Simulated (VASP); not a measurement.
# Ag3Cl in VASP: further runs, part 2 of 2

VASP 6.6.1. Earlier steps stand in the parts before.

### 3 Single point, PBE (atoms moved at random)

INCAR reads:

```
PREC = Accurate
ENCUT = 520
EDIFF = 1E-6
ISMEAR = -1
SIGMA = 0.05
LREAL = F
LASPH = T
NELM = 80
ALGO = Normal
ISIF = 2
LWAVE = F
LCHARG = T
GGA = PE
LELF = T
LVHAR = T
NBANDS = 50
```

KPOINTS reads:

```
Automatic mesh
0
Gamma
  5 5 6
```

POSCAR reads:

```
Ag3Cl
1.0
    6.2702023382      0.0000000000      0.0000000000
   -3.1351011691      5.4301545118      0.0000000000
    0.0000000000      0.0000000000      4.7730980000
Ag Cl
6 2
Direct
    0.1554620000      0.3140880000      0.2521350000
    0.1507390000      0.8403600000      0.2477860000
    0.6948740000      0.8433410000      0.2487450000
    0.8473000000      0.6902610000      0.7477620000
    0.8462420000      0.1584820000      0.7533030000
    0.2975680000      0.1537830000      0.7513080000
    0.3328630000      0.6661270000      0.7481100000
    0.6663160000      0.3296270000      0.2585070000
```

Potentials or basis: VASP PAW PBE potentials, release 64 (Ag, Cl).

On the command line:

```
$ cat potpaw_PBE.64/Ag/POTCAR potpaw_PBE.64/Cl/POTCAR > POTCAR
$ mpirun -np 1 vasp_std > vasp.out
```

OUTCAR:

```text
PREC = Accurate
   ENCUT = 520
   EDIFF = 1E-6
   ISMEAR = -1
   LREAL = F
   LASPH = T
   NELM = 80
   ISIF = 2
   GGA = PE

 ion  position               nearest neighbor table
   1  0.155  0.314  0.252-   6 2.89   6 2.90   5 2.91   3 2.92   5 2.92   2 2.96   7 3.04   7 3.07
                             8 3.12   2 3.31   3 3.35
   2  0.151  0.840  0.248-   3 2.87   4 2.90   4 2.90   6 2.92   6 2.95   1 2.96   7 3.07   7 3.07
                             8 3.12   1 3.31   3 3.40
   3  0.695  0.843  0.249-   2 2.87   4 2.90   4 2.91   5 2.92   1 2.92   5 2.95   7 3.09   7 3.09
                             8 3.14   1 3.35   2 3.40
   4  0.847  0.690  0.748-   6 2.87   2 2.90   2 2.90   3 2.90   3 2.91   5 2.94   8 3.05   7 3.12
                             8 3.13   5 3.33   6 3.41
   5  0.846  0.158  0.753-   6 2.84   1 2.91   3 2.92   1 2.92   4 2.94   3 2.95   8 3.04   8 3.07
                             7 3.12   4 3.33   6 3.43
   6  0.298  0.154  0.751-   5 2.84   4 2.87   1 2.89   1 2.90   2 2.92   2 2.95   8 3.09   7 3.11
                             4 3.41   5 3.43
   7  0.333  0.666  0.748-   1 3.04   2 3.07   1 3.07   2 3.07   3 3.09   3 3.09   6 3.11   5 3.12
                             4 3.12
   8  0.666  0.330  0.259-   5 3.04   4 3.05   5 3.07   6 3.09   1 3.12   2 3.12   4 3.13   3 3.14

  LATTYP: Found a hexagonal cell.
 ALAT       =     6.2702023382
 C/A-ratio  =     0.7612350834

  Lattice vectors:

 A1 = (   6.2702023382,   0.0000000000,   0.0000000000)
 A2 = (  -3.1351011691,   5.4301545118,   0.0000000000)
 A3 = (   0.0000000000,   0.0000000000,   4.7730980000)

Analysis of symmetry for initial positions (statically):
=====================================================================
 Subroutine PRICEL returns:
 Original cell was already a primitive cell.

 Routine SETGRP: Setting up the symmetry group for a
 hexagonal supercell.

 Subroutine GETGRP returns: Found  1 space group operations
 (whereof  1 operations were pure point group operations)
 out of a pool of 24 trial point group operations.

The static configuration has the point symmetry C_1 .

Analysis of symmetry for dynamics (positions and initial velocities):
=====================================================================
 Subroutine PRICEL returns:
 Original cell was already a primitive cell.

 Routine SETGRP: Setting up the symmetry group for a
 hexagonal supercell.

 Subroutine GETGRP returns: Found  1 space group operations
 (whereof  1 operations were pure point group operations)
 out of a pool of 24 trial point group operations.

The dynamic configuration has the point symmetry C_1 .

 Subroutine INISYM returns: Found  1 space group operations
 (whereof  1 operations are pure point group operations),
 and found     1 'primitive' translations

----------------------------------------------------------------------------------------

                                     Primitive cell

  volume of cell :     162.5152

  direct lattice vectors                    reciprocal lattice vectors
     6.270202338  0.000000000  0.000000000     0.159484486  0.092078411  0.000000000
    -3.135101169  5.430154512  0.000000000     0.000000000  0.184156822  0.000000000
     0.000000000  0.000000000  4.773098000     0.000000000  0.000000000  0.209507536

  length of vectors
[... 56 lines left out ...]
  0.000000  0.400000  0.000000      2.000000
[... 16 lines left out ...]
 -0.400000  0.400000  0.166667      2.000000
 -0.400000 -0.000000  0.166667      2.000000
 [... further k-points ...]
   k-points           NKPTS =     76   k-points in BZ     NKDIM =     76   number of bands    NBANDS=     50
   number of dos      NEDOS =    301   number of ions     NIONS =      8
   total plane-waves  NPLWV =  82944
   dimension x,y,z NGX =    48 NGY =   48 NGZ =   36
   dimension x,y,z NGXF=    96 NGYF=   96 NGZF=   72
   ions per type =               6   2
   NGX,Y,Z   is equivalent  to a cutoff of  12.73, 12.73, 12.54 a.u.
   NGXF,Y,Z  is equivalent  to a cutoff of  25.45, 25.45, 25.08 a.u.
 SYSTEM =  unknown system
   PREC   = accura    normal or accurate (medium, high low for compatibility)
   ISTART =      0    job   : 0-new  1-cont  2-samecut
   ICHARG =      2    charge: 1-file 2-atom 10-const
   ISPIN  =      1    spin polarized calculation?
   LNONCOLLINEAR =      F non collinear calculations
   LSORBIT =      F    spin-orbit coupling
   LASPH  =      T    aspherical Exc in radial PAW
   ENCUT  =  520.0 eV  38.22 Ry    6.18 a.u.  11.66 11.66  8.87*2*pi/ulx,y,z
   NELM   =     80;   NELMIN=  2; NELMDL= -5     # of ELM steps
   EDIFF  = 0.1E-05   stopping-criterion for ELM
   LREAL  =      F    real-space projection
   EDIFFG = 0.1E-04   stopping-criterion for IOM
   NSW    =      0    number of steps for IOM
   IBRION =     -1    ionic relax: 0-MD 1-quasi-New 2-CG
   NFREE  =      0    steps in history (QN), initial steepest desc. (CG)
   ISIF   =      2    stress and relaxation
   ISYM   =      2    0-nonsym 1-usesym 2-fastsym
   POTIM  = 0.5000    time-step for ionic-motion
   TEBEG  =    0.0;   TEEND  =   0.0 temperature during run
   PSTRESS=    0.0 pullay stress
   NELECT =      80.0000    total number of electrons
   NUPDOWN=      -1.0000    fix difference up-down
   EMIN   =  10.00;   EMAX   =-10.00  energy-range for DOS
   EFERMI =   0.00;   METHOD = LEGACY
   ISMEAR =    -1;   SIGMA  =   0.05  broadening in eV -4-tet -1-fermi 0-gaus
   EFERMI_NEDOS =   21; number of points for ismear=-14 and -15
   IALGO  =     38    algorithm
   IMIX   =      4    mixing-type and parameters
     AMIX     =   0.40;   BMIX     =  1.00
     AMIX_MAG =   1.60;   BMIX_MAG =  1.00
  volume/ion in A,a.u.               =      20.31       137.09
  Fermi-wavevector in a.u.,A,eV,Ry     =   1.292628  2.442712 22.733790  1.670886
  Thomas-Fermi vector in A             =   2.424324
   LORBIT       =      0    0 simple, 1 ext, 2 COOP (PROOUT), +10 PAW based schemes
   GGA     = PE    functional components
   LHFCALC =     F    Hartree Fock is set to
   AEXX    =    0.0000 exact exchange contribution
   IVDW    =     0    specifies the selected vdW correction
   LEPSILON=     F    determine dielectric tensor
   LRPA    =     F    only Hartree local field effects (RPA)
 non-spin polarized calculation
  energy-cutoff  :      520.00
  volume of cell :      162.52
 maximum number of plane-waves:      4392
   NGX = 23   NGY = 23   NGZ = 17

 number of electron      80.0000000 magnetization

 Free energy of the ion-electron system (eV)
  ---------------------------------------------------
  ext. energy  EPLUGINS =         0.00000000
  ---------------------------------------------------
  free energy    TOTEN  =       -19.55420501 eV

  energy without entropy =      -19.54453646  energy(sigma->0) =      -19.54937074

 E-fermi :   6.1462     XC(G=0): -10.7584

 val. band max:        6.1056716067   @ k =  -0.2000  -0.4000   0.0000
 cond. band min:       6.2536642424   @ k =  -0.2000   0.4000   0.3333
 fundamental gap:      0.1479926357
 Fermi energy:         6.1462335085

 k-point     1 :       0.0000    0.0000    0.0000
  band No.  band energies     occupation
      1      -9.9105      2.00000
      2      -9.7302      2.00000
      3       0.1768      2.00000
      4       0.4916      2.00000
      5       0.6057      2.00000
      6       0.6495      2.00000
[... 1261 lines left out ...]
     49      11.7796      0.00000
     50      12.2854      0.00000

 [... further k-points ...]

------------------------ aborting loop because EDIFF is reached ----------------------------------------

  FORCE on cell =-STRESS in cart. coord.  units (eV):
  Direction    XX          YY          ZZ          XY          YZ          ZX
  --------------------------------------------------------------------------------------
  -------------------------------------------------------------------------------------
  Total       -0.4082381     -0.9819773     -0.7852687      0.1128764     -0.0901247      0.0313948
  in kB       -4.0246677     -9.6809492     -7.7416726      1.1128069     -0.8885056      0.3095094
  external PRESSURE =      -7.1490965 kB  Pullay stress =       0.0000000 kB

 VOLUME and BASIS-vectors are now :
 -----------------------------------------------------------------------------
  energy-cutoff  :      520.00
  volume of cell :      162.52
      direct lattice vectors                 reciprocal lattice vectors
     6.270202338  0.000000000  0.000000000     0.159484486  0.092078411  0.000000000
    -3.135101169  5.430154512  0.000000000     0.000000000  0.184156822  0.000000000
     0.000000000  0.000000000  4.773098000     0.000000000  0.000000000  0.209507536

 POSITION                                       TOTAL-FORCE (eV/Angst)
 -----------------------------------------------------------------------------------
     -0.00992      1.70555      1.20347         0.015264     -0.150619     -0.010630
     -1.68945      4.56328      1.18271        -0.046521      0.142485      0.010682
      1.71304      4.57947      1.18728         0.056550      0.101837      0.008878
      3.14870      3.74822      3.56914        -0.061929      0.089427      0.015847
      4.80925      0.86058      3.59559         0.018242     -0.123948     -0.025844
      1.38369      0.83507      3.58607         0.016737     -0.064227     -0.007586
     -0.00126      3.61717      3.57080         0.027644      0.052979     -0.002382
      3.14452      1.78993      1.23388        -0.025986     -0.047934      0.011035
 -----------------------------------------------------------------------------------
    total drift:                               -0.000149      0.000239     -0.000178

  FREE ENERGIE OF THE ION-ELECTRON SYSTEM (eV)
  ---------------------------------------------------
  free  energy   TOTEN  =       -19.5542050121 eV

  energy  without entropy=      -19.5445364648  energy(sigma->0) =      -19.54937074
```

It took 6.2 min on 1 thread of AMD EPYC 9R45 (Zen 5), shared host; peak memory 0.54 GiB.

Results:

| Property | Result |
| --- | --- |
| Free energy | -19.5542 eV |
| Pressure | -0.7 GPa |
| Largest force | 0.152 eV/Å |
| Band gap on the k mesh | zero (bands 40 and 41 overlap by 1.31 eV) |

Forces in eV/Å, atoms in the order of the input:
```
Ag   0.015 -0.151 -0.011
Ag  -0.047  0.142  0.011
Ag   0.057  0.102  0.009
Ag  -0.062  0.089  0.016
Ag   0.018 -0.124 -0.026
Ag   0.017 -0.064 -0.008
Cl   0.028  0.053 -0.002
Cl  -0.026 -0.048  0.011
```

Stress tensor (GPa, compression positive):
```
-0.40  0.11  0.03
 0.11 -0.97 -0.09
 0.03 -0.09 -0.77
```

Caveat: the cell differs from its parent crystal (atoms moved at random).

The gap in the log of VASP goes by the Fermi energy; the results here count the filled bands.